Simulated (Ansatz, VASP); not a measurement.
## Bi3H2: VASP beside Ansatz

INCAR

```
SYSTEM = Bi3H2
PREC = Accurate
ENCUT = 600
EDIFF = 1E-6
ISMEAR = 0
SIGMA = 0.1
LREAL = .FALSE.
LASPH = .TRUE.
NELM = 100
ALGO = Normal
ISIF = 3
LWAVE = .FALSE.
LCHARG = .FALSE.
GGA = PE
IBRION = 2
NSW = 90
EDIFFG = -0.04
```

Contents of KPOINTS:

```
regular mesh
0
G
  4 4 4
  0 0 0
```

The input POSCAR:

```
Bi3H2
1.0
    3.9914467600      0.0000000000      0.0000000000
    0.0000000000      3.9914467600      0.0000000000
    0.0000000000      0.0000000000      6.7111940800
Bi H
3 2
Direct
    0.5000000000      0.5000000000      0.8378595300
    0.5000000000      0.5000000000      0.1621404700
    0.5000000000      0.5000000000      0.5000000000
    0.0000000000      0.5000000000      0.5000000000
    0.5000000000      0.0000000000      0.5000000000
```

Input for Ansatz:

```yaml
crystal:
  lattice:
    - [3.99144676, 0.0, 0.0]
    - [0.0, 3.99144676, 0.0]
    - [0.0, 0.0, 6.71119408]
  atoms:
    - { symbol: Bi, position: [0.5, 0.5, 0.83785953] }
    - { symbol: Bi, position: [0.5, 0.5, 0.16214047] }
    - { symbol: Bi, position: [0.5, 0.5, 0.5] }
    - { symbol: H, position: [0.0, 0.5, 0.5] }
    - { symbol: H, position: [0.5, 0.0, 0.5] }
basis:
  ecutwfc: 420
kpoints:
  mp_grid: { grid: [4, 4, 4] }
hamiltonian:
  xc: pbe
scf:
  occupations: { method: gaussian, width: 0.1 }
  lower_state_search: "off"
output:
  forces: true
  stress: true
  eigenvalues: true
relax:
  adjacent_minimum: "off"
  f_tol: 0.04
  max_steps: 70
  cell: { stress_tol: 0.4 }
```

Alike in both runs: task relaxation of cell and atoms; functional PBE; k mesh 4 × 4 × 4; occupations gaussian, width 0.1 eV; no spin polarisation.

|  | VASP | Ansatz |
| --- | --- | --- |
| version | VASP 6.6.1 | Ansatz 0.2.0 |
| potentials or method | VASP PAW PBE potentials, release 64 (Bi_d, H), cutoff 600 eV | scalar-relativistic, plane waves, PAW |
| valence electrons in the cell | 47 | 47 |

|  | VASP | Ansatz | Ansatz less VASP |
| --- | --- | --- | --- |
| gap on the k mesh at the Fermi level, each at its own relaxed structure (eV) | none | none | - |
| relaxed volume (Å³/atom) | 29.34 | 29.61 | +0.269 |
| relaxed length of the cell vector where the two differ most in proportion (Å) | 9.646 | 9.679 | +0.0330 |

A gap of «none» marks a metal or a gap that the smearing closes.

The k mesh is coarse, so the values compare programs but aren't converged. Spin-orbit coupling is off throughout. Noted on VASP's run: the volume moved by over 15 % at a fixed basis, so the end points are rough.
